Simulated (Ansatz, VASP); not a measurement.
# Be2NbP3: VASP beside Ansatz

The input INCAR:

```
  PREC = Accurate
  ENCUT = 600
  EDIFF = 1E-6
  ISMEAR = 0
  SIGMA = 0.1
  LREAL = False
  LASPH = True
  NELM = 200
  ALGO = Normal
  ISIF = 2
  LWAVE = False
  LCHARG = False
  ISPIN = 2
  MAGMOM = 0 0 1 0 0 0
  LORBIT = 11
  LMAXMIX = 4
  GGA = PE
  NBANDS = 29
  GGA_COMPAT = False
```

KPOINTS

```
regular mesh
0
Gamma
  6 6 2
```

Contents of POSCAR:

```
Be2NbP3
1.0
    4.1301525442      0.0000000000      0.0000000000
   -2.0650762721      3.5768170248      0.0000000000
    0.0000000000      0.0000000000      9.1128048773
Be Nb P
2 1 3
Direct
    0.0000000000      0.0000000000      0.2270786595
    0.0000000000      0.0000000000      0.7729213405
    0.0000000000      0.0000000000      0.5000000000
    0.3333333333      0.6666666667      0.0000000000
    0.6666666667      0.3333333333      0.0000000000
    0.0000000000      0.0000000000      0.0000000000
```

Input for Ansatz:

```yaml
crystal:
  lattice:
    - [4.1301525442, 0.0, 0.0]
    - [-2.0650762721, 3.5768170248, 0.0]
    - [0.0, 0.0, 9.1128048773]
  atoms:
    - { symbol: Be, position: [0.0, 0.0, 0.2270786595] }
    - { symbol: Be, position: [0.0, 0.0, 0.7729213405] }
    - { symbol: Nb, position: [0.0, 0.0, 0.5], spin: 1.0 }
    - { symbol: P, position: [0.3333333333, 0.6666666667, 0.0] }
    - { symbol: P, position: [0.6666666667, 0.3333333333, 0.0] }
    - { symbol: P, position: [0.0, 0.0, 0.0] }
basis:
  ecutwfc: 420
kpoints:
  mp_grid: { grid: [6, 6, 2] }
hamiltonian:
  xc: pbe
scf:
  occupations: { method: gaussian, width: 0.1 }
  lower_state_search: "off"
output:
  forces: true
  stress: true
  eigenvalues: true
  populations: true
magnetization:
  spin_polarized: true
```

Alike in both runs: task single point; functional PBE; k mesh 6 × 6 × 2; occupations gaussian, width 0.1 eV; collinear spin.

|  | VASP | Ansatz |
| --- | --- | --- |
| version | VASP 6.6.1 | Ansatz 0.2.0 |
| potentials or method | VASP PAW PBE potentials, release 64 (Be, Nb_sv, P), cutoff 600 eV | scalar-relativistic, plane waves, PAW |
| valence electrons in the cell | 32 | 32 |

|  | VASP | Ansatz | Ansatz less VASP |
| --- | --- | --- | --- |
| gap on the k mesh at the Fermi level (eV) | none | none | - |
| pressure (GPa) | -0.1 | 2.3 | +2.38 |
| traceless stress, the component that is largest in VASP (GPa) | 0.36 | -2.44 | -2.808 |
| rms of the force components (eV/Å) | 0.022 | 0.005 | -0.0161 |
| net moment per atom (μB) | 0.00 | 0.66 | +0.659 |
| size of the moment on the site where the two differ most (μB) | 0.00 | 1.85 | +1.849 |

The net moments are unlike, so the other rows may belong to different states. Site moments also hang on the region over which each program counts them. Atom by atom the forces differ by 0.016 eV/Å (rms over components). A gap of «none» marks a metal or a gap that the smearing closes.
